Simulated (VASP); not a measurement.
# Sc (Pm-3m) in VASP: notebook, part 2 of 3

VASP 6.6.1. Earlier steps stand in the parts before.

## 3. Single point, LDA (volume scaled by 0.55)

INCAR

```
PREC     = Accurate       # precision mode
ENCUT    = 520            # plane-wave cutoff, eV
EDIFF    = 1E-6           # SCF threshold, eV
ISMEAR   = -1             # smearing method
SIGMA    = 0.05           # smearing width, eV
LREAL    = False          # projectors in reciprocal space
LASPH    = True           # aspherical terms in the spheres
NELM     = 100            # most SCF steps
ALGO     = Normal         # electronic algorithm
ISIF     = 2              # what is computed and relaxed
LWAVE    = False          # write WAVECAR
LCHARG   = False          # write CHGCAR
GGA      = CA             # functional
NBANDS   = 12             # bands
```

KPOINTS

```
regular mesh
0
Gamma
  15 15 15
```

POSCAR

```
Sc
1.0
    2.3312266884      0.0000000000      0.0000000000
    0.0000000000      2.3312266884      0.0000000000
    0.0000000000      0.0000000000      2.3312266884
Sc
1
Direct
    0.0000000000      0.0000000000      0.0000000000
```

Potentials or basis: VASP PAW LDA potentials, release 64 (Sc_sv).

On the command line:

```
cat potpaw_LDA.64/Sc_sv/POTCAR > POTCAR
mpirun -np 1 vasp_std > vasp.out
```

OUTCAR:

```text
PREC = Accurate
   ENCUT = 520
   EDIFF = 1E-6
   ISMEAR = -1
   LREAL = False
   LASPH = True
   NELM = 100
   ISIF = 2
   GGA = CA

 ion  position               nearest neighbor table
   1  0.000  0.000  0.000-

  LATTYP: Found a simple cubic cell.
 ALAT       =     2.3312266884

  Lattice vectors:

 A1 = (   2.3312266884,   0.0000000000,   0.0000000000)
 A2 = (   0.0000000000,   2.3312266884,   0.0000000000)
 A3 = (   0.0000000000,   0.0000000000,   2.3312266884)

Analysis of symmetry for initial positions (statically):
=====================================================================
 Subroutine PRICEL returns:
 Original cell was already a primitive cell.

 Routine SETGRP: Setting up the symmetry group for a
 simple cubic supercell.

 Subroutine GETGRP returns: Found 48 space group operations
 (whereof 48 operations were pure point group operations)
 out of a pool of 48 trial point group operations.

The static configuration has the point symmetry O_h .

Analysis of symmetry for dynamics (positions and initial velocities):
=====================================================================
 Subroutine PRICEL returns:
 Original cell was already a primitive cell.

 Routine SETGRP: Setting up the symmetry group for a
 simple cubic supercell.

 Subroutine GETGRP returns: Found 48 space group operations
 (whereof 48 operations were pure point group operations)
 out of a pool of 48 trial point group operations.

The dynamic configuration has the point symmetry O_h .

 Subroutine INISYM returns: Found 48 space group operations
 (whereof 48 operations are pure point group operations),
 and found     1 'primitive' translations

----------------------------------------------------------------------------------------

                                     Primitive cell

  volume of cell :      12.6693

  direct lattice vectors                    reciprocal lattice vectors
     2.331226688  0.000000000  0.000000000     0.428958713  0.000000000  0.000000000
     0.000000000  2.331226688  0.000000000     0.000000000  0.428958713  0.000000000
     0.000000000  0.000000000  2.331226688     0.000000000  0.000000000  0.428958713

  length of vectors
     2.331226688  2.331226688  2.331226688     0.428958713  0.428958713  0.428958713

  position of ions in fractional coordinates (direct lattice)
     0.000000000  0.000000000  0.000000000

  ion indices of the primitive-cell ions
   primitive index   ion index
                 1           1

----------------------------------------------------------------------------------------

 KPOINTS: regular mesh

Automatic generation of k-mesh.
 Grid dimensions read from file:
 generate k-points for:   15   15   15

 Generating k-lattice:

  Cartesian coordinates                     Fractional coordinates (reciprocal lattice)
     0.028597248  0.000000000  0.000000000     0.066666667  0.000000000  0.000000000
     0.000000000  0.028597248  0.000000000     0.000000000  0.066666667  0.000000000
     0.000000000  0.000000000  0.028597248     0.000000000  0.000000000  0.066666667

  Length of vectors
     0.028597248  0.028597248  0.028597248

  Shift w.r.t. Gamma in fractional coordinates (k-lattice)
     0.000000000  0.000000000  0.000000000

 Subroutine IBZKPT returns following result:
 ===========================================

 Found    120 irreducible k-points:

 Following reciprocal coordinates:
            Coordinates               Weight
  0.000000  0.000000  0.000000      1.000000
  0.066667  0.000000  0.000000      6.000000
  0.133333  0.000000  0.000000      6.000000
  0.200000  0.000000  0.000000      6.000000
  0.266667  0.000000  0.000000      6.000000
  0.333333  0.000000  0.000000      6.000000
[... 16 lines left out ...]
  0.266667  0.200000  0.000000     24.000000
  0.333333  0.200000  0.000000     24.000000
 [... further k-points ...]
   k-points           NKPTS =    120   k-points in BZ     NKDIM =    120   number of bands    NBANDS=     12
   number of dos      NEDOS =    301   number of ions     NIONS =      1
   total plane-waves  NPLWV =   5832
   dimension x,y,z NGX =    18 NGY =   18 NGZ =   18
   dimension x,y,z NGXF=    36 NGYF=   36 NGZF=   36
   ions per type =               1
   NGX,Y,Z   is equivalent  to a cutoff of  12.84, 12.84, 12.84 a.u.
   NGXF,Y,Z  is equivalent  to a cutoff of  25.67, 25.67, 25.67 a.u.
 SYSTEM =  unknown system
   PREC   = accura    normal or accurate (medium, high low for compatibility)
   ISTART =      0    job   : 0-new  1-cont  2-samecut
   ICHARG =      2    charge: 1-file 2-atom 10-const
   ISPIN  =      1    spin polarized calculation?
   LNONCOLLINEAR =      F non collinear calculations
   LSORBIT =      F    spin-orbit coupling
   LASPH  =      T    aspherical Exc in radial PAW
   ENCUT  =  520.0 eV  38.22 Ry    6.18 a.u.   4.33  4.33  4.33*2*pi/ulx,y,z
   NELM   =    100;   NELMIN=  2; NELMDL= -5     # of ELM steps
   EDIFF  = 0.1E-05   stopping-criterion for ELM
   LREAL  =      F    real-space projection
   EDIFFG = 0.1E-04   stopping-criterion for IOM
   NSW    =      0    number of steps for IOM
   IBRION =     -1    ionic relax: 0-MD 1-quasi-New 2-CG
   NFREE  =      0    steps in history (QN), initial steepest desc. (CG)
   ISIF   =      2    stress and relaxation
   ISYM   =      2    0-nonsym 1-usesym 2-fastsym
   POTIM  = 0.5000    time-step for ionic-motion
   TEBEG  =    0.0;   TEEND  =   0.0 temperature during run
   PSTRESS=    0.0 pullay stress
   NELECT =      11.0000    total number of electrons
   NUPDOWN=      -1.0000    fix difference up-down
   EMIN   =  10.00;   EMAX   =-10.00  energy-range for DOS
   EFERMI =   0.00;   METHOD = LEGACY
   ISMEAR =    -1;   SIGMA  =   0.05  broadening in eV -4-tet -1-fermi 0-gaus
   EFERMI_NEDOS =   21; number of points for ismear=-14 and -15
   IALGO  =     38    algorithm
   IMIX   =      4    mixing-type and parameters
     AMIX     =   0.40;   BMIX     =  1.00
     AMIX_MAG =   1.60;   BMIX_MAG =  1.00
  volume/ion in A,a.u.               =      12.67        85.50
  Fermi-wavevector in a.u.,A,eV,Ry     =   1.561785  2.951346 33.186951  2.439172
  Thomas-Fermi vector in A             =   2.664799
   LORBIT       =      0    0 simple, 1 ext, 2 COOP (PROOUT), +10 PAW based schemes
   GGA     = CA    functional components
   LHFCALC =     F    Hartree Fock is set to
   AEXX    =    0.0000 exact exchange contribution
   IVDW    =     0    specifies the selected vdW correction
   LEPSILON=     F    determine dielectric tensor
   LRPA    =     F    only Hartree local field effects (RPA)
 non-spin polarized calculation
  energy-cutoff  :      520.00
  volume of cell :       12.67
 maximum number of plane-waves:       353
 NGX is ok and might be reduce to    18
   NGX =  9   NGY =  9   NGZ =  9

 number of electron      10.9999993 magnetization

 Free energy of the ion-electron system (eV)
  ---------------------------------------------------
  ext. energy  EPLUGINS =         0.00000000
  ---------------------------------------------------
  free energy    TOTEN  =        -4.62782928 eV

  energy without entropy =       -4.61633554  energy(sigma->0) =       -4.62208241

 E-fermi :   8.3636     XC(G=0): -13.2058

 val. band max:        8.3631569084   @ k =   0.4667   0.4667   0.2667
 cond. band min:       8.3668655275   @ k =   0.2667   0.2667   0.0667
 fundamental gap:      0.0037086191
 Fermi energy:         8.3635804138

 k-point     1 :       0.0000    0.0000    0.0000
  band No.  band energies     occupation
      1     -40.4298      2.00000
      2     -17.1903      2.00000
      3     -17.1903      2.00000
      4     -17.1903      2.00000
      5       3.4525      2.00000
      6       6.4753      2.00000
      7       6.4753      2.00000
      8      16.0733      0.00000
      9      16.0733      0.00000
     10      16.0733      0.00000
     11      29.5154      0.00000
     12      29.5154      0.00000

 k-point     2 :       0.0667    0.0000    0.0000
  band No.  band energies     occupation
      1     -40.3986      2.00000
      2     -17.3754      2.00000
      3     -17.1749      2.00000
      4     -17.1749      2.00000
      5       3.6324      2.00000
      6       6.5263      2.00000
      7       6.6938      2.00000
      8      15.8496      0.00000
      9      15.8496      0.00000
     10      16.0893      0.00000
     11      28.5231      0.00000
     12      29.8103      0.00000
[... 316 lines left out ...]
 k-point    24 :       0.3333    0.2000    0.0000
  band No.  band energies     occupation
      1     -39.6162      2.00000
      2     -19.8057      2.00000
      3     -18.1958      2.00000
      4     -16.8003      2.00000
      5       6.6397      2.00000
      6       8.1553      1.96946
      7      10.4619      0.00000
      8      13.2261      0.00000
      9      13.4414      0.00000
     10      14.9877      0.00000
     11      22.7952      0.00000
     12      27.9193      0.00000

 [... further k-points ...]
[... 5 lines left out ...]
  --------------------------------------------------------------------------------------
  -------------------------------------------------------------------------------------
  Total        5.3426185      5.3426185      5.3426185      0.0000000     -0.0000000      0.0000000
  in kB      675.6335752    675.6335752    675.6335752      0.0000000     -0.0000000      0.0000000
  external PRESSURE =     675.6335752 kB  Pullay stress =       0.0000000 kB

 VOLUME and BASIS-vectors are now :
 -----------------------------------------------------------------------------
  energy-cutoff  :      520.00
  volume of cell :       12.67
      direct lattice vectors                 reciprocal lattice vectors
     2.331226688  0.000000000  0.000000000     0.428958713  0.000000000  0.000000000
     0.000000000  2.331226688  0.000000000     0.000000000  0.428958713  0.000000000
     0.000000000  0.000000000  2.331226688     0.000000000  0.000000000  0.428958713

 POSITION                                       TOTAL-FORCE (eV/Angst)
 -----------------------------------------------------------------------------------
      0.00000      0.00000      0.00000         0.000000      0.000000      0.000000
 -----------------------------------------------------------------------------------
    total drift:                                0.000000      0.000000     -0.000000

  FREE ENERGIE OF THE ION-ELECTRON SYSTEM (eV)
  ---------------------------------------------------
  free  energy   TOTEN  =        -4.6278292775 eV

  energy  without entropy=       -4.6163355378  energy(sigma->0) =       -4.62208241
```

Run time: 7.7 s. Hardware: 1 thread of AMD EPYC 9R45 (Zen 5), shared host; peak memory 0.09 GiB.

Results:

| Property | Result |
| --- | --- |
| Free energy | -4.6278 eV |
| Pressure | 67.6 GPa |

(Continued in part 3 of 3.)
